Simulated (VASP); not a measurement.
Input of a VASP 6.6.1 run:

File INCAR:

```
SYSTEM = AlN
PREC = Accurate ; ENCUT = 600
EDIFF = 1E-6 ; ISMEAR = 0
SIGMA = 0.01 ; LREAL = .FALSE.
LASPH = .TRUE. ; NELM = 120
ALGO = Normal ; ISIF = 2
LWAVE = .FALSE. ; LCHARG = .TRUE.
GGA = PS ; LELF = .TRUE.
LVHAR = .TRUE. ; NBANDS = 11
GGA_COMPAT = .FALSE.
```

Contents of KPOINTS:

```
regular mesh
0
G
  6 6 6
  0 0 0
```

The input POSCAR:

```
AlN
1.0
    0.0000000000      2.1668030060      2.2121465277
    2.1668030060      0.0000000000      2.2121465277
    2.1668030060      2.1668030060      0.0000000000
Al N
1 1
Direct
    0.0000000000      0.0000000000      0.0000000000
    0.2500000000      0.2500000000      0.2500000000
```

Potentials or basis: VASP PAW PBE potentials, release 64 (Al, N).

Run with:

```sh
$ cat potpaw_PBE.64/Al/POTCAR potpaw_PBE.64/N/POTCAR > POTCAR
$ mpirun -np 1 vasp_std > vasp.out
```

Q: What does it give for the band gap on the k mesh?

A: 3.13 eV, indirect (least direct gap 4.13 eV).

Q: What does it give for the pressure?

A: 1.8 GPa.

Stress tensor (GPa, compression positive):
```
 2.71  0.00  0.00
 0.00  2.71  0.00
 0.00  0.00 -0.13
```

Caveat: the PAW data sets were made with another functional, which shifts forces and pressure a little. Expect the measured gap to be larger: semilocal functionals such as PBEsol lack the derivative discontinuity.
